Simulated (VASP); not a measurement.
# BaTiH3 (Pm-3m) in VASP: single point with PBE+U

Aim: the single point of BaTiH3 with PBE+U.

Everything below comes from runs of VASP 6.6.1. Logs are shortened: lines on timing, memory, paths and dates and some standing lists are left out, and cuts for length are marked.

## Step 1: The cell of the first run

It takes space group Pm-3m (No. 221, cubic). Conventional cell: a = 3.516 Å, b = 3.516 Å, c = 3.516 Å, α = 90.00°, β = 90.00°, γ = 90.00°. Within 3.3 Å of Ba (site symmetry m-3m) lie 12 H at 2.49 Å and 8 Ti at 3.05 Å. Ti (site symmetry m-3m) has 6 H at 1.76 Å within 2.3 Å. H (site symmetry 4/mmm) has 2 Ti at 1.76 Å within 2.3 Å.

## Step 2: Single point, PBE+U

The input, INCAR:

```
SYSTEM = BaTiH3
ALGO     = Normal         ! electronic algorithm
EDIFF    = 1E-6           ! SCF threshold, eV
ENCUT    = 1230           ! plane-wave cutoff, eV
GGA      = PE             ! functional
GGA_COMPAT= .False.      
ISIF     = 2              ! what is computed and relaxed
ISMEAR   = 0              ! smearing method
LASPH    = .True.         ! aspherical terms in the spheres
LCHARG   = .False.        ! write CHGCAR
LDAU     = .True.         ! DFT+U
LDAUJ    = 0 0 0        
LDAUL    = -1 2 -1        ! shell
LDAUPRINT= 1            
LDAUTYPE = 2            
LDAUU    = 0 4 0          ! U, eV
LMAXMIX  = 4              ! l up to which the mixer works
LREAL    = .False.        ! projectors in reciprocal space
LWAVE    = .False.        ! write WAVECAR
NBANDS   = 20             ! bands
NELM     = 200            ! most SCF steps
PREC     = Accurate       ! precision mode
SIGMA    = 0.1            ! smearing width, eV
```

The input, KPOINTS:

```
k-points
0
Gamma
  6 6 6
  0 0 0
```

The input, POSCAR:

```
BaTiH3
1.0
    3.5161740300      0.0000000000      0.0000000000
    0.0000000000      3.5161740300      0.0000000000
    0.0000000000      0.0000000000      3.5161740300
Ba Ti H
1 1 3
Direct
    0.5000000000      0.5000000000      0.5000000000
    0.0000000000      0.0000000000      0.0000000000
    0.5000000000      0.0000000000      0.0000000000
    0.0000000000      0.5000000000      0.0000000000
    0.0000000000      0.0000000000      0.5000000000
```

Potentials or basis: VASP PAW PBE potentials, release 64 (Ba_sv, Ti_sv, H_h).

The run is started by

```console
$ cat potpaw_PBE.64/Ba_sv/POTCAR potpaw_PBE.64/Ti_sv/POTCAR potpaw_PBE.64/H_h/POTCAR > POTCAR
$ mpirun -np 1 vasp_std > vasp.out
```

OUTCAR:

```text
SYSTEM = BaTiH3
   EDIFF = 1E-6
   ENCUT = 1230
   GGA = PE
   ISIF = 2
   ISMEAR = 0
   LASPH = .True.
   LREAL = .False.
   NELM = 200
   PREC = Accurate

 ion  position               nearest neighbor table
   1  0.500  0.500  0.500-   3 2.49   4 2.49   5 2.49   3 2.49   4 2.49   3 2.49   5 2.49   3 2.49
                             4 2.49   5 2.49   4 2.49   5 2.49   2 3.05   2 3.05   2 3.05   2 3.05
   2  0.000  0.000  0.000-   3 1.76   4 1.76   5 1.76   5 1.76   4 1.76   3 1.76   1 3.05   1 3.05
                             1 3.05   1 3.05   1 3.05   1 3.05   1 3.05   1 3.05
   3  0.500  0.000  0.000-   2 1.76   2 1.76   1 2.49   1 2.49   1 2.49   1 2.49
   4  0.000  0.500  0.000-   2 1.76   2 1.76   1 2.49   1 2.49   1 2.49   1 2.49
   5  0.000  0.000  0.500-   2 1.76   2 1.76   1 2.49   1 2.49   1 2.49   1 2.49

  LATTYP: Found a simple cubic cell.
 ALAT       =     3.5161740300

  Lattice vectors:

 A1 = (   3.5161740300,   0.0000000000,   0.0000000000)
 A2 = (   0.0000000000,   3.5161740300,   0.0000000000)
 A3 = (   0.0000000000,   0.0000000000,   3.5161740300)

Analysis of symmetry for initial positions (statically):
=====================================================================
 Subroutine PRICEL returns:
 Original cell was already a primitive cell.

 Routine SETGRP: Setting up the symmetry group for a
 simple cubic supercell.

 Subroutine GETGRP returns: Found 48 space group operations
 (whereof 48 operations were pure point group operations)
 out of a pool of 48 trial point group operations.

The static configuration has the point symmetry O_h .

Analysis of symmetry for dynamics (positions and initial velocities):
=====================================================================
 Subroutine PRICEL returns:
 Original cell was already a primitive cell.

 Routine SETGRP: Setting up the symmetry group for a
 simple cubic supercell.

 Subroutine GETGRP returns: Found 48 space group operations
 (whereof 48 operations were pure point group operations)
 out of a pool of 48 trial point group operations.

The dynamic configuration has the point symmetry O_h .

 Subroutine INISYM returns: Found 48 space group operations
 (whereof 48 operations are pure point group operations),
 and found     1 'primitive' translations

----------------------------------------------------------------------------------------

                                     Primitive cell

  volume of cell :      43.4721

  direct lattice vectors                    reciprocal lattice vectors
     3.516174030  0.000000000  0.000000000     0.284400030  0.000000000  0.000000000
     0.000000000  3.516174030  0.000000000     0.000000000  0.284400030  0.000000000
     0.000000000  0.000000000  3.516174030     0.000000000  0.000000000  0.284400030

  length of vectors
     3.516174030  3.516174030  3.516174030     0.284400030  0.284400030  0.284400030

  position of ions in fractional coordinates (direct lattice)
     0.500000000  0.500000000  0.500000000
     0.000000000  0.000000000  0.000000000
     0.500000000  0.000000000  0.000000000
     0.000000000  0.500000000  0.000000000
     0.000000000  0.000000000  0.500000000

  ion indices of the primitive-cell ions
   primitive index   ion index
                 1           1
                 2           2
                 3           3
                 4           4
                 5           5

----------------------------------------------------------------------------------------

 KPOINTS: k-points

Automatic generation of k-mesh.
[... 44 lines left out ...]
   number of dos      NEDOS =    301   number of ions     NIONS =      5
   total plane-waves  NPLWV =  64000
   dimension x,y,z NGX =    40 NGY =   40 NGZ =   40
   dimension x,y,z NGXF=    80 NGYF=   80 NGZF=   80
   ions per type =               1   1   3
   NGX,Y,Z   is equivalent  to a cutoff of  18.91, 18.91, 18.91 a.u.
   NGXF,Y,Z  is equivalent  to a cutoff of  37.82, 37.82, 37.82 a.u.
 SYSTEM =  BaTiH3
   PREC   = accura    normal or accurate (medium, high low for compatibility)
   ISTART =      0    job   : 0-new  1-cont  2-samecut
   ICHARG =      2    charge: 1-file 2-atom 10-const
   ISPIN  =      1    spin polarized calculation?
   LNONCOLLINEAR =      F non collinear calculations
   LSORBIT =      F    spin-orbit coupling
   LASPH  =      T    aspherical Exc in radial PAW
   ENCUT  = 1230.0 eV  90.40 Ry    9.51 a.u.  10.05 10.05 10.05*2*pi/ulx,y,z
   NELM   =    200;   NELMIN=  2; NELMDL= -5     # of ELM steps
   EDIFF  = 0.1E-05   stopping-criterion for ELM
   LREAL  =      F    real-space projection
[... 7 lines left out ...]
   TEBEG  =    0.0;   TEEND  =   0.0 temperature during run
   PSTRESS=    0.0 pullay stress
   NELECT =      25.0000    total number of electrons
   NUPDOWN=      -1.0000    fix difference up-down
   EMIN   =  10.00;   EMAX   =-10.00  energy-range for DOS
   EFERMI =   0.00;   METHOD = LEGACY
   ISMEAR =     0;   SIGMA  =   0.10  broadening in eV -4-tet -1-fermi 0-gaus
   EFERMI_NEDOS =   21; number of points for ismear=-14 and -15
   IALGO  =     38    algorithm
   IMIX   =      4    mixing-type and parameters
     AMIX     =   0.40;   BMIX     =  1.00
     AMIX_MAG =   1.60;   BMIX_MAG =  1.00
  volume/ion in A,a.u.               =       8.69        58.67
  Fermi-wavevector in a.u.,A,eV,Ry     =   1.361396  2.572665 25.217025  1.853399
  Thomas-Fermi vector in A             =   2.487976
   LORBIT       =      0    0 simple, 1 ext, 2 COOP (PROOUT), +10 PAW based schemes
 LDA+U is selected, type is set to LDAUTYPE =  2
   angular momentum for each species LDAUL =    -1    2   -1
   U (eV)           for each species LDAUU =   0.0  4.0  0.0
   J (eV)           for each species LDAUJ =   0.0  0.0  0.0
   GGA     = PE    functional components
   LHFCALC =     F    Hartree Fock is set to
   AEXX    =    0.0000 exact exchange contribution
   IVDW    =     0    specifies the selected vdW correction
   LEPSILON=     F    determine dielectric tensor
   LRPA    =     F    only Hartree local field effects (RPA)
 non-spin polarized calculation
 Gauss-broadening in eV      SIGMA  =   0.10
  energy-cutoff  :     1230.00
  volume of cell :       43.47
 maximum number of plane-waves:      4337
   NGX = 21   NGY = 21   NGZ = 21

atom =   2  type =  2  l = 2

 onsite density matrix

spin component  1

  0.2602 -0.0000  0.0000 -0.0000 -0.0000
 -0.0000  0.2602  0.0000  0.0000  0.0000
  0.0000  0.0000  0.1546  0.0000 -0.0000
 -0.0000  0.0000  0.0000  0.2602 -0.0000
 -0.0000  0.0000 -0.0000 -0.0000  0.1546

spin component  2

  0.2602 -0.0000  0.0000 -0.0000 -0.0000
 -0.0000  0.2602  0.0000  0.0000  0.0000
  0.0000  0.0000  0.1546  0.0000 -0.0000
 -0.0000  0.0000  0.0000  0.2602 -0.0000
 -0.0000  0.0000 -0.0000 -0.0000  0.1546

 occupancies and eigenvectors

  o =  0.1546  v =  0.0000 -0.0000  0.9998 -0.0000  0.0222  0.0000  0.0000  0.0000  0.0000  0.0000      0.0000  0.0000  0.0000  0.0000  0.0000  0.0000  0.0000  0.0000  0.0000  0.0000
  o =  0.1546  v =  0.0000  0.0000  0.0000  0.0000  0.0000  0.0000 -0.0000  0.9998 -0.0000  0.0222      0.0000  0.0000  0.0000  0.0000  0.0000  0.0000  0.0000  0.0000  0.0000  0.0000
  o =  0.1546  v =  0.0000  0.0000 -0.0222 -0.0000  0.9998  0.0000  0.0000  0.0000  0.0000  0.0000      0.0000  0.0000  0.0000  0.0000  0.0000  0.0000  0.0000  0.0000  0.0000  0.0000
  o =  0.1546  v =  0.0000  0.0000  0.0000  0.0000  0.0000  0.0000  0.0000 -0.0222 -0.0000  0.9998      0.0000  0.0000  0.0000  0.0000  0.0000  0.0000  0.0000  0.0000  0.0000  0.0000
  o =  0.2602  v =  0.0000 -0.0178  0.0000  0.9998  0.0000  0.0000  0.0000  0.0000  0.0000  0.0000      0.0000  0.0000  0.0000  0.0000  0.0000  0.0000  0.0000  0.0000  0.0000  0.0000
  o =  0.2602  v =  0.0000  0.0000  0.0000  0.0000  0.0000  0.0000 -0.0178  0.0000  0.9998  0.0000      0.0000  0.0000  0.0000  0.0000  0.0000  0.0000  0.0000  0.0000  0.0000  0.0000
  o =  0.2602  v =  0.0000  0.0000  0.0000  0.0000  0.0000  0.0000 -0.9998 -0.0000 -0.0178  0.0000      0.0000  0.0000  0.0000  0.0000  0.0000  0.0000  0.0000  0.0000  0.0000  0.0000
  o =  0.2602  v =  0.0000 -0.9998 -0.0000 -0.0178  0.0000  0.0000  0.0000  0.0000  0.0000  0.0000      0.0000  0.0000  0.0000  0.0000  0.0000  0.0000  0.0000  0.0000  0.0000  0.0000
  o =  0.2602  v =  1.0000  0.0000  0.0000  0.0000  0.0000  0.0000  0.0000  0.0000  0.0000  0.0000      0.0000  0.0000  0.0000  0.0000  0.0000  0.0000  0.0000  0.0000  0.0000  0.0000
  o =  0.2602  v =  0.0000  0.0000  0.0000  0.0000  0.0000  1.0000  0.0000  0.0000  0.0000  0.0000      0.0000  0.0000  0.0000  0.0000  0.0000  0.0000  0.0000  0.0000  0.0000  0.0000

 number of electron      24.9999999 magnetization

 Free energy of the ion-electron system (eV)
  ---------------------------------------------------
  ext. energy  EPLUGINS =         0.00000000
  ---------------------------------------------------
  free energy    TOTEN  =       -14.09224570 eV

  energy without entropy =      -14.06210481  energy(sigma->0) =      -14.07717525

 E-fermi :   8.2320     XC(G=0): -11.8359

 val. band max:        8.1971632744   @ k =   0.3333   0.1667   0.0000
 cond. band min:       8.2530919206   @ k =   0.1667   0.1667   0.1667
 fundamental gap:      0.0559286462
 Fermi energy:         8.2320106184

 k-point     1 :       0.0000    0.0000    0.0000
  band No.  band energies     occupation
      1     -49.3598      2.00000
      2     -25.6960      2.00000
      3     -25.6960      2.00000
      4     -25.6960      2.00000
      5     -19.8403      2.00000
      6      -4.3633      2.00000
[... 449 lines left out ...]
     19      17.2703      0.00000
     20      17.2703      0.00000

------------------------ aborting loop because EDIFF is reached ----------------------------------------

  FORCE on cell =-STRESS in cart. coord.  units (eV):
  Direction    XX          YY          ZZ          XY          YZ          ZX
  --------------------------------------------------------------------------------------
  -------------------------------------------------------------------------------------
  Total       16.7446511     16.7446511     16.7446511     -0.0000000     -0.0000000      0.0000000
  in kB      617.1284943    617.1284943    617.1284943     -0.0000000     -0.0000000      0.0000000
  external PRESSURE =     617.1284943 kB  Pullay stress =       0.0000000 kB

 VOLUME and BASIS-vectors are now :
 -----------------------------------------------------------------------------
  energy-cutoff  :     1230.00
  volume of cell :       43.47
      direct lattice vectors                 reciprocal lattice vectors
     3.516174030  0.000000000  0.000000000     0.284400030  0.000000000  0.000000000
     0.000000000  3.516174030  0.000000000     0.000000000  0.284400030  0.000000000
     0.000000000  0.000000000  3.516174030     0.000000000  0.000000000  0.284400030

 POSITION                                       TOTAL-FORCE (eV/Angst)
 -----------------------------------------------------------------------------------
      1.75809      1.75809      1.75809         0.000000      0.000000      0.000000
      0.00000      0.00000      0.00000         0.000000      0.000000      0.000000
      1.75809      0.00000      0.00000         0.000000      0.000000      0.000000
      0.00000      1.75809      0.00000         0.000000      0.000000      0.000000
      0.00000      0.00000      1.75809         0.000000      0.000000      0.000000
 -----------------------------------------------------------------------------------
    total drift:                                0.000000      0.000000     -0.000000

  FREE ENERGIE OF THE ION-ELECTRON SYSTEM (eV)
  ---------------------------------------------------
  free  energy   TOTEN  =       -14.0922456955 eV

  energy  without entropy=      -14.0621048112  energy(sigma->0) =      -14.07717525
```

Wall time 33 s (1 thread of Intel Xeon Platinum 8488C (Sapphire Rapids), shared host); peak memory 0.28 GiB.

Results:

```yaml
Free_energy: -14.0922 eV
Pressure: 61.7 GPa
Band_gap_on_the_k_mesh: zero (an odd number of electrons rules out a gap without spin polarisation)
```

Levels at points of the mesh, in eV from the Fermi level:
```tsv
k point	band 8	band 9	band 10	band 11	band 12	band 13	band 14	band 15	band 16	band 17
(0.00, 0.00, 0.00)	-12.60	-8.65	-7.07	-7.07	0.65	0.65	0.65	3.00	3.00	7.42
(0.50, 0.00, 0.00)	-12.45	-6.19	-5.88	-4.64	-0.27	0.90	0.90	1.19	1.76	1.76
(0.50, 0.50, 0.00)	-12.12	-8.22	-3.25	-3.25	-2.17	-1.13	-1.13	1.59	1.87	4.21
(0.50, 0.50, 0.50)	-14.18	-6.35	-6.35	-6.35	0.95	0.95	0.95	1.95	1.95	3.21
```

Eigenvalues of the final occupation matrices:
```csv
site,spin,trace,eigenvalues
site 2 d,1,1.09,0.15 0.15 0.26 0.26 0.26
site 2 d,2,1.09,0.15 0.15 0.26 0.26 0.26
```

Caveat: the cell stands under pressure; spin-orbit coupling is left out, which moves the levels of the heavy elements; an odd number of electrons without spin polarisation forces a metal; a magnetic or distorted state may lie lower; U without spin polarisation on a metal has little footing; the U is typed as a test and isn't derived for this compound.

The gap in the log of VASP goes by the Fermi energy; the results here count the filled bands.